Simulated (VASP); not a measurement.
TiN: vibrations by perturbation theory with LDA

TiN:

```
Ti N
1.0
     0.00000    2.08659    2.08659
     2.08659    0.00000    2.08659
     2.08659    2.08659    0.00000
Ti N
1 1
Direct
  0.00000 0.00000 0.00000
  0.50000 0.50000 0.50000
```

| Item | Value |
| --- | --- |
| Program | VASP 6.6.1 |
| Task | vibrations by perturbation theory |
| Functional | LDA |
| Potentials or basis | VASP PAW LDA potentials, release 64 (Ti_sv, N) |
| Cutoff | 520 eV |
| k mesh | 16 × 16 × 16 |
| Occupations | fermi-dirac, width 0.15 eV |
| Spin | no spin polarisation |
| Dipole correction | no |
| Further INCAR settings | ALGO = Normal; EDIFF = 1e-08; IBRION = 8; NSW = 1 |

```
Highest phonon frequency at Γ : 552 cm⁻¹
```

Phonon frequencies in cm⁻¹ (negative: imaginary):
```
              q point           frequencies
(0.000, 0.000, 0.000)  -1 -1 -1 552 552 552
```

It took 8.7 min on 1 thread of Intel Xeon 8259CL, with other jobs on the host, peak memory 0.33 GiB.

Caveat: the cell stands under pressure or tension, which shifts response properties.
